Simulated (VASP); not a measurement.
Ta3N, 4 atoms in the cell. It takes space group P-3m1 (No. 164, trigonal). Conventional cell: a = 3.032 Å, b = 3.032 Å, c = 7.524 Å, α = 90.00°, β = 90.00°, γ = 120.00°. Within 3.2 Å of Ta (site symmetry 3m) lie 3 N at 2.19 Å and 12 Ta at 3.01 to 3.15 Å. Ta (site symmetry -3m) has 12 Ta at 3.01 to 3.03 Å and 2 N at 3.76 Å within 4.0 Å. Within 2.9 Å of N (site symmetry -3m) lie 6 Ta at 2.19 Å. 

- Program: VASP 6.6.1
- Task: single point
- Functional: PBE
- Potentials or basis: VASP PAW PBE potentials, release 64 (Ta_sv_GW, N)
- Cutoff: 700 eV
- k mesh: 10 × 10 × 4
- Occupations: fermi-dirac, width 0.05 eV
- Spin: no spin polarisation
- Hubbard terms: Ta d U = 8.0 eV
- Dipole correction: no
- Further INCAR settings: ALGO = Normal; EDIFF = 1e-06; NBANDS = 30

Potentials or basis: VASP PAW PBE potentials, release 64 (Ta_sv_GW, N).

Run with:

```sh
$ cat potpaw_PBE.64/Ta_sv_GW/POTCAR potpaw_PBE.64/N/POTCAR > POTCAR
$ mpirun -np 1 vasp_std > vasp.out
```

Hardware: 1 thread of Intel(R) Xeon(R) Platinum 8375C CPU @ 2.90GHz (Ice Lake), on a shared host.

**Question.** Estimate the wall time of this run.

**Answer.** It took 2.5 min on 1 thread of Intel(R) Xeon(R) Platinum 8375C CPU @ 2.90GHz (Ice Lake), on a shared host, peak memory 0.3 GiB. Counts: scf iterations 21, k points 50.
